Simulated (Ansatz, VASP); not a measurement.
NaF in VASP and in Ansatz

Contents of INCAR:

```
SYSTEM = NaF
  PREC = Accurate
  ENCUT = 520
  EDIFF = 1E-6
  ISMEAR = -1
  SIGMA = 0.02
  LREAL = .FALSE.
  LASPH = .TRUE.
  NELM = 100
  ALGO = Normal
  ISIF = 2
  LWAVE = .FALSE.
  LCHARG = .FALSE.
  GGA = PE
  NBANDS = 14
```

Contents of KPOINTS:

```
regular mesh
0
G
  10 10 10
  0 0 0
```

Contents of POSCAR:

```
NaF
1.0
    2.7457166213      0.0000000000      0.0000000000
    0.0000000000      2.7457166213      0.0000000000
    0.0000000000      0.0000000000      2.7957006962
Na F
1 1
Direct
    0.0000000000      0.0000000000      0.0000000000
    0.5000000000      0.5000000000      0.5000000000
```

Input for Ansatz:

```yaml
crystal:
  lattice:
    - [2.7457166213, 0.0, 0.0]
    - [0.0, 2.7457166213, 0.0]
    - [0.0, 0.0, 2.7957006962]
  atoms:
    - { symbol: Na, position: [0.0, 0.0, 0.0] }
    - { symbol: F, position: [0.5, 0.5, 0.5] }
kpoints:
  mp_grid: { grid: [10, 10, 10] }
  band_path:
    path:
      - [0.0, 0.0, 0.0]
      - [0.0, 0.5, 0.0]
      - [0.5, 0.5, 0.0]
      - [0.5, 0.5, 0.5]
      - [0.0, 0.5, 0.5]
    npoints: 1
hamiltonian:
  xc: pbe
scf:
  occupations: { method: fermi_dirac, width: 0.02 }
  n_extra_bands: 4
output:
  forces: true
  stress: true
  eigenvalues: true
  write_density: true
  write_potential: true
  elf: true
  volumetric_format: npy
```

Change from the starting cell: epitaxial_xy strain -1.7%.

Alike in both runs: task single point; functional PBE; k mesh 10 × 10 × 10; occupations fermi-dirac, width 0.02 eV; no spin polarisation.

|  | VASP | Ansatz |
| --- | --- | --- |
| version | VASP 6.6.1 | Ansatz 0.2.0 |
| potentials or method | VASP PAW PBE potentials, release 64 (Na_pv, F) | plane waves, PAW |
| plane-wave cutoff (eV) | 520 | 420 |
| valence electrons in the cell | 14 | 16 |

Ansatz gave:

```
gap on the k mesh at the Fermi level (eV)                     : 6.32
pressure (GPa)                                                : 6.9
traceless stress, the component that is largest in VASP (GPa) : -2.12
```

Task: What did VASP give for the same quantities?

Result: gap on the k mesh at the Fermi level (eV): 6.30; pressure (GPa): 6.7; traceless stress, the component that is largest in VASP (GPa): -2.13.

With one functional, cell and mesh, what is left measures potentials, basis and numerics. VASP's potentials hold 14 valence electrons a cell and Ansatz's 16, so a difference there can come from the potentials and not from the codes.
